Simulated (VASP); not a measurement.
# BP (F-43m) in VASP: further runs

BP is run at these levels: b88 exchange, pbe correlation, PBEsol-based global hybrid with 25 % exact exchange; tasks: single point.

Everything below comes from runs of VASP 6.6.1. Logs are shortened: lines on timing, memory, paths and dates and some standing lists are left out, and cuts for length are marked.

**1. The cell of the first run**

The structure is cubic, space group F-43m (No. 216). The conventional cell has a = 4.598 Å, b = 4.598 Å, c = 4.598 Å, α = 90.00°, β = 90.00°, γ = 90.00°. Within 2.6 Å of P (site symmetry -43m) lie 4 B at 1.99 Å. B (site symmetry -43m) has 4 P at 1.99 Å within 2.6 Å.

**2. Single point, b88 exchange, pbe correlation**

File INCAR:

```
ALGO = Normal ; EDIFF = 1E-6
ENCUT = 500 ; GGA = LIBXC
GGA_COMPAT = False ; ISIF = 2
ISMEAR = -1 ; LASPH = True
LCHARG = False ; LIBXC1 = GGA_X_B88
LIBXC2 = GGA_C_PBE ; LREAL = False
LWAVE = False ; NBANDS = 11
NELM = 120 ; PREC = Accurate
SIGMA = 0.05
```

File KPOINTS:

```
k-points
0
Gamma
  10 10 10
```

File POSCAR:

```
BP
1.0
    0.0000000000      2.2988586873      2.2988586873
    2.2988586873      0.0000000000      2.2988586873
    2.2988586873      2.2988586873      0.0000000000
P B
1 1
Direct
    0.7500000000      0.7500000000      0.7500000000
    0.0000000000      0.0000000000      0.0000000000
```

Potentials or basis: VASP PAW PBE potentials, release 64 (P, B).

Command:

```bash
cat potpaw_PBE.64/P/POTCAR potpaw_PBE.64/B/POTCAR > POTCAR
mpirun -np 1 vasp_std > vasp.out
```

OUTCAR:

```text
EDIFF = 1E-6
   ENCUT = 500
   GGA = LIBXC
   ISIF = 2
   ISMEAR = -1
   LASPH = True
   LREAL = False
   NELM = 120
   PREC = Accurate

 ion  position               nearest neighbor table
   1  0.750  0.750  0.750-   2 1.99   2 1.99   2 1.99   2 1.99
   2  0.000  0.000  0.000-   1 1.99   1 1.99   1 1.99   1 1.99

  LATTYP: Found a face centered cubic cell.
 ALAT       =     4.5977173746

  Lattice vectors:

 A1 = (   0.0000000000,   2.2988586873,   2.2988586873)
 A2 = (   2.2988586873,   0.0000000000,   2.2988586873)
 A3 = (   2.2988586873,   2.2988586873,   0.0000000000)

Analysis of symmetry for initial positions (statically):
=====================================================================
 Subroutine PRICEL returns:
 Original cell was already a primitive cell.

 Routine SETGRP: Setting up the symmetry group for a
 face centered cubic supercell.

 Subroutine GETGRP returns: Found 24 space group operations
 (whereof 24 operations were pure point group operations)
 out of a pool of 48 trial point group operations.

The static configuration has the point symmetry T_d .

Analysis of symmetry for dynamics (positions and initial velocities):
=====================================================================
 Subroutine PRICEL returns:
 Original cell was already a primitive cell.

 Routine SETGRP: Setting up the symmetry group for a
 face centered cubic supercell.

 Subroutine GETGRP returns: Found 24 space group operations
 (whereof 24 operations were pure point group operations)
 out of a pool of 48 trial point group operations.

The dynamic configuration has the point symmetry T_d .

 Subroutine INISYM returns: Found 24 space group operations
 (whereof 24 operations are pure point group operations),
 and found     1 'primitive' translations

----------------------------------------------------------------------------------------

                                     Primitive cell

  volume of cell :      24.2978

  direct lattice vectors                    reciprocal lattice vectors
     0.000000000  2.298858687  2.298858687    -0.217499232  0.217499232  0.217499232
     2.298858687  0.000000000  2.298858687     0.217499232 -0.217499232  0.217499232
     2.298858687  2.298858687  0.000000000     0.217499232  0.217499232 -0.217499232

  length of vectors
     3.251077134  3.251077134  3.251077134     0.376719721  0.376719721  0.376719721

  position of ions in fractional coordinates (direct lattice)
     0.750000000  0.750000000  0.750000000
     0.000000000  0.000000000  0.000000000

  ion indices of the primitive-cell ions
   primitive index   ion index
                 1           1
                 2           2

----------------------------------------------------------------------------------------

 KPOINTS: k-points

Automatic generation of k-mesh.
 Grid dimensions read from file:
 generate k-points for:   10   10   10

 Generating k-lattice:

  Cartesian coordinates                     Fractional coordinates (reciprocal lattice)
    -0.021749923  0.021749923  0.021749923     0.100000000  0.000000000  0.000000000
     0.021749923 -0.021749923  0.021749923     0.000000000  0.100000000  0.000000000
     0.021749923  0.021749923 -0.021749923     0.000000000  0.000000000  0.100000000

  Length of vectors
     0.037671972  0.037671972  0.037671972

  Shift w.r.t. Gamma in fractional coordinates (k-lattice)
     0.000000000  0.000000000  0.000000000

 Subroutine IBZKPT returns following result:
 ===========================================

 Found     47 irreducible k-points:

 Following reciprocal coordinates:
            Coordinates               Weight
  0.000000  0.000000  0.000000      1.000000
  0.100000  0.000000  0.000000      8.000000
  0.200000  0.000000  0.000000      8.000000
  0.300000  0.000000  0.000000      8.000000
  0.400000  0.000000  0.000000      8.000000
  0.500000  0.000000  0.000000      4.000000
[... 16 lines left out ...]
  0.300000  0.300000  0.000000      6.000000
  0.400000  0.300000  0.000000     24.000000
 [... further k-points ...]
   k-points           NKPTS =     47   k-points in BZ     NKDIM =     47   number of bands    NBANDS=     11
   number of dos      NEDOS =    301   number of ions     NIONS =      2
   total plane-waves  NPLWV =  13824
   dimension x,y,z NGX =    24 NGY =   24 NGZ =   24
   dimension x,y,z NGXF=    48 NGYF=   48 NGZF=   48
   ions per type =               1   1
   NGX,Y,Z   is equivalent  to a cutoff of  12.27, 12.27, 12.27 a.u.
   NGXF,Y,Z  is equivalent  to a cutoff of  24.55, 24.55, 24.55 a.u.
 SYSTEM =  unknown system
   PREC   = accura    normal or accurate (medium, high low for compatibility)
   ISTART =      0    job   : 0-new  1-cont  2-samecut
   ICHARG =      2    charge: 1-file 2-atom 10-const
   ISPIN  =      1    spin polarized calculation?
   LNONCOLLINEAR =      F non collinear calculations
   LSORBIT =      F    spin-orbit coupling
   LASPH  =      T    aspherical Exc in radial PAW
   ENCUT  =  500.0 eV  36.75 Ry    6.06 a.u.   5.93  5.93  5.93*2*pi/ulx,y,z
   NELM   =    120;   NELMIN=  2; NELMDL= -5     # of ELM steps
   EDIFF  = 0.1E-05   stopping-criterion for ELM
   LREAL  =      F    real-space projection
   EDIFFG = 0.1E-04   stopping-criterion for IOM
   NSW    =      0    number of steps for IOM
   IBRION =     -1    ionic relax: 0-MD 1-quasi-New 2-CG
   NFREE  =      0    steps in history (QN), initial steepest desc. (CG)
   ISIF   =      2    stress and relaxation
   ISYM   =      2    0-nonsym 1-usesym 2-fastsym
   POTIM  = 0.5000    time-step for ionic-motion
   TEBEG  =    0.0;   TEEND  =   0.0 temperature during run
   PSTRESS=    0.0 pullay stress
   NELECT =       8.0000    total number of electrons
   NUPDOWN=      -1.0000    fix difference up-down
   EMIN   =  10.00;   EMAX   =-10.00  energy-range for DOS
   EFERMI =   0.00;   METHOD = LEGACY
   ISMEAR =    -1;   SIGMA  =   0.05  broadening in eV -4-tet -1-fermi 0-gaus
   EFERMI_NEDOS =   21; number of points for ismear=-14 and -15
   IALGO  =     38    algorithm
   IMIX   =      4    mixing-type and parameters
     AMIX     =   0.40;   BMIX     =  1.00
     AMIX_MAG =   1.60;   BMIX_MAG =  1.00
  volume/ion in A,a.u.               =      12.15        81.98
  Fermi-wavevector in a.u.,A,eV,Ry     =   1.130444  2.136230 17.386948  1.277905
  Thomas-Fermi vector in A             =   2.267141
   LORBIT       =      0    0 simple, 1 ext, 2 COOP (PROOUT), +10 PAW based schemes
   GGA     = LIBXC    functional components
   LHFCALC =     F    Hartree Fock is set to
   AEXX    =    0.0000 exact exchange contribution
   IVDW    =     0    specifies the selected vdW correction
   LEPSILON=     F    determine dielectric tensor
   LRPA    =     F    only Hartree local field effects (RPA)
 non-spin polarized calculation
  energy-cutoff  :      500.00
  volume of cell :       24.30
 maximum number of plane-waves:       636
   NGX = 11   NGY = 11   NGZ = 11

 number of electron       7.9999999 magnetization

 Free energy of the ion-electron system (eV)
  ---------------------------------------------------
  ext. energy  EPLUGINS =         0.00000000
  ---------------------------------------------------
  free energy    TOTEN  =       -12.71522231 eV

  energy without entropy =      -12.71522228  energy(sigma->0) =      -12.71522229

 E-fermi :   7.5807     XC(G=0): -10.7617

 val. band max:        6.9493334326   @ k =   0.0000   0.0000   0.0000
 cond. band min:       8.2477259199   @ k =   0.4000   0.4000   0.0000
 fundamental gap:      1.2983924873
 Fermi energy:         7.5806915683

 k-point     1 :       0.0000    0.0000    0.0000
  band No.  band energies     occupation
      1      -8.1630      2.00000
      2       6.9493      1.99999
      3       6.9493      1.99999
      4       6.9493      1.99999
      5      10.3138      0.00000
      6      10.3138      0.00000
      7      10.3138      0.00000
      8      13.7273      0.00000
      9      18.1785      0.00000
     10      18.9939      0.00000
     11      18.9939      0.00000

 k-point     2 :       0.1000    0.0000    0.0000
  band No.  band energies     occupation
      1      -7.9887      2.00000
      2       5.6765      2.00000
      3       6.6662      2.00000
      4       6.6662      2.00000
      5      10.7044      0.00000
      6      10.7066      0.00000
      7      10.7066      0.00000
      8      14.2908      0.00000
      9      18.3302      0.00000
     10      18.3302      0.00000
     11      18.7299      0.00000

 k-point     3 :       0.2000    0.0000    0.0000
  band No.  band energies     occupation
      1      -7.4728      2.00000
      2       3.3932      2.00000
      3       6.1253      2.00000
      4       6.1253      2.00000
      5      10.8243      0.00000
      6      11.4103      0.00000
      7      11.4103      0.00000
      8      15.5772      0.00000
      9      17.7405      0.00000
     10      17.7405      0.00000
     11      19.5829      0.00000

 k-point     4 :       0.3000    0.0000    0.0000
  band No.  band energies     occupation
      1      -6.6466      2.00000
      2       1.1012      2.00000
      3       5.6494      2.00000
      4       5.6494      2.00000
      5      10.6861      0.00000
      6      11.7579      0.00000
      7      11.7579      0.00000
      8      16.6489      0.00000
      9      18.2733      0.00000
     10      18.2733      0.00000
     11      19.7916      0.00000
[... 239 lines left out ...]
 k-point    22 :      -0.2000    0.2000    0.0000
  band No.  band energies     occupation
      1      -6.3650      2.00000
      2       1.7938      2.00000
      3       2.9347      2.00000
      4       5.7423      2.00000
      5      11.3361      0.00000
      6      12.1846      0.00000
      7      13.1678      0.00000
      8      15.0250      0.00000
      9      16.4333      0.00000
     10      20.2860      0.00000
     11      22.2481      0.00000

 k-point    23 :       0.3000    0.3000    0.0000
  band No.  band energies     occupation
      1      -6.1194      2.00000
      2       2.1550      2.00000
      3       3.8486      2.00000
      4       3.8486      2.00000
      5       8.5129      0.00000
      6      10.8793      0.00000
      7      15.5857      0.00000
      8      15.5857      0.00000
      9      19.5062      0.00000
     10      21.1867      0.00000
     11      22.9918      0.00000

 k-point    24 :       0.4000    0.3000    0.0000
  band No.  band energies     occupation
      1      -5.3262      2.00000
      2       0.8739      2.00000
      3       3.0522      2.00000
      4       3.5625      2.00000
      5       8.7987      0.00000
      6      10.5876      0.00000
      7      16.1559      0.00000
      8      16.2068      0.00000
      9      20.5053      0.00000
     10      22.0166      0.00000
     11      23.4488      0.00000

 [... further k-points ...]
[... 5 lines left out ...]
  --------------------------------------------------------------------------------------
  -------------------------------------------------------------------------------------
  Total       -0.7337072     -0.7337072     -0.7337072     -0.0000000     -0.0000000      0.0000000
  in kB      -48.3800728    -48.3800728    -48.3800728     -0.0000000     -0.0000000      0.0000000
  external PRESSURE =     -48.3800728 kB  Pullay stress =       0.0000000 kB

 VOLUME and BASIS-vectors are now :
 -----------------------------------------------------------------------------
  energy-cutoff  :      500.00
  volume of cell :       24.30
      direct lattice vectors                 reciprocal lattice vectors
     0.000000000  2.298858687  2.298858687    -0.217499232  0.217499232  0.217499232
     2.298858687  0.000000000  2.298858687     0.217499232 -0.217499232  0.217499232
     2.298858687  2.298858687  0.000000000     0.217499232  0.217499232 -0.217499232

 POSITION                                       TOTAL-FORCE (eV/Angst)
 -----------------------------------------------------------------------------------
      3.44829      3.44829      3.44829         0.000000     -0.000000     -0.000000
      0.00000      0.00000      0.00000        -0.000000      0.000000      0.000000
 -----------------------------------------------------------------------------------
    total drift:                               -0.000000     -0.000000     -0.000000

  FREE ENERGIE OF THE ION-ELECTRON SYSTEM (eV)
  ---------------------------------------------------
  free  energy   TOTEN  =       -12.7152223076 eV

  energy  without entropy=      -12.7152222787  energy(sigma->0) =      -12.71522229
```

It took 8.2 s on 1 thread of AMD EPYC 7R13 (Zen 3), shared host; peak memory 0.11 GiB.

What came out:

| Item | Value |
| --- | --- |
| Free energy | -12.7152 eV |
| Pressure | -4.8 GPa |
| Band gap on the k mesh | 1.30 eV (least direct gap 3.36 eV) |

Caveat: the cell stands under tension; the PAW data sets were made with another functional, which shifts forces and pressure a little.

(Part 1 of 2 ends here.)
